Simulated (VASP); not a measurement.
Runs of VASP 6.6.1 on BeRu. It takes space group P4/mmm (No. 123, tetragonal). The conventional cell has a = 2.288 Å, b = 2.288 Å, c = 3.783 Å, α = 90.00°, β = 90.00°, γ = 90.00°. Within 2.5 Å of Be (site symmetry 4/mmm) lie 2 Ru at 1.89 Å and 4 Be at 2.29 Å. Within 2.5 Å of Ru (site symmetry 4/mmm) lie 2 Be at 1.89 Å and 4 Ru at 2.29 Å. 

```tsv
k mesh	pressure (GPa)	moment (μB)
10 × 10 × 6	82.7	0.00
13 × 13 × 8	(a)	0.00
8 × 8 × 5	82.7	0.00
16 × 16 × 10	82.8	0.00
```

Alike in all rows: task single point; level LDA; potentials or basis VASP PAW LDA potentials, release 64 (Be, Ru_pv); spin non-collinear, zero start, SOC; cell as given; cutoff (eV) 520; smearing fermi-dirac 0.05 eV.

**Question.** Fill in the values left out.

**Answer.** (a) 82.6.

Caveats: the cell stands under pressure.
